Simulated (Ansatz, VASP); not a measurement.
**P: VASP beside Ansatz**

```xyz
2
Lattice="4.0436 0.0000 0.0000 -2.0218 3.5018 0.0000 0.0000 0.0000 2.3205" Properties=species:S:1:pos:R:3 pbc="T T T"
P     0.0000    2.3346    0.0000
P     2.0218    1.1673    0.0000
```

Alike in both runs: functional PBEsol; k mesh 18 × 18 × 24; occupations gaussian, width 0.1 eV; no spin polarisation.

Ansatz relaxed the structure, and its values are those at the end. VASP's run is a single point on that final structure, the one shown.

|  | VASP | Ansatz |
| --- | --- | --- |
| version | VASP 6.6.1 | Ansatz 0.2.0 |
| potentials or method | VASP PAW PBE potentials, release 64 (P), cutoff 520 eV | scalar-relativistic, plane waves, PAW |
| valence electrons in the cell | 10 | 10 |

|  | VASP | Ansatz | Ansatz less VASP |
| --- | --- | --- | --- |
| gap on the k mesh at the Fermi level (eV) | none | none | - |
| pressure (GPa) | 0.1 | 0.0 | -0.07 |

VASP's potentials were made for PBE, not for PBEsol. A gap of «none» marks a metal or a gap that the smearing closes.
